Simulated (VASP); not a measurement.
Crystal: TiO2 (Anatase).

```
Ti O
1.0
    -1.89961    1.89961    4.84851
     1.89961   -1.89961    4.84851
     1.89961    1.89961   -4.84851
Ti O
2 4
Direct
  0.00000 0.00000 0.00000
  0.75000 0.25000 0.50000
  0.20649 0.20649 0.00000
  0.95649 0.45649 0.50000
  0.54351 0.04351 0.50000
  0.79351 0.79351 0.00000
```

- Program: VASP 6.6.1
- Task: relaxation of cell and atoms
- Functional: PBEsol
- Potentials or basis: VASP PAW PBE potentials, release 64 (Ti_sv, O)
- Cutoff: 600 eV
- k mesh: 10 × 10 × 10
- Occupations: gaussian, width 0.02 eV
- Spin: no spin polarisation

At the start: pressure -5.4 GPa; volume 11.66 Å³/atom.

Task: Where does the relaxation end?

Result: Over 20 steps the energy falls by 5.5 meV/atom and the volume is 11.33 Å³/atom (-2.9 %); space group I4_1/amd (No. 141, to 0.05 Å).

Step by step:
```csv
step,energy change (eV),largest force (eV/Å),pressure (GPa),volume (Å³)
1,0.0000,0.0886,-5.43,69.98
2,0.0197,0.3255,7.60,66.06
3,-0.0314,0.0838,-0.09,68.22
4,-0.0314,0.0875,-0.02,68.18
5,-0.0322,0.0194,0.07,68.10
6,-0.0322,0.0175,0.09,68.10
7,-0.0325,0.0080,-0.08,68.13
8,-0.0326,0.0133,-0.58,68.23
9,-0.0326,0.0066,-0.48,68.21
10,-0.0327,0.0053,-0.42,68.18
11,-0.0330,0.0000,-0.30,68.12
12,-0.0331,0.0122,0.01,67.99
13,-0.0331,0.0092,-0.06,68.03
14,-0.0331,0.0053,-0.15,68.07
15,-0.0331,0.0058,-0.13,68.06
16,-0.0331,0.0072,-0.10,68.04
17,-0.0331,0.0079,-0.09,68.04
18,-0.0331,0.0082,-0.08,68.03
19,-0.0331,0.0063,-0.05,68.02
20,-0.0331,0.0009,0.02,67.98
```

Final structure:
```
Ti O
1.0
    -1.88581    1.88581    4.77917
     1.88581   -1.88581    4.77917
     1.88581    1.88581   -4.77917
Ti O
2 4
Direct
  0.00000 0.00000 0.00000
  0.75000 0.25000 0.50000
  0.20758 0.20758 0.00000
  0.95758 0.45758 0.50000
  0.54242 0.04242 0.50000
  0.79242 0.79242 0.00000
```

Caveat: the PAW data sets were made with another functional, which shifts forces and pressure a little.
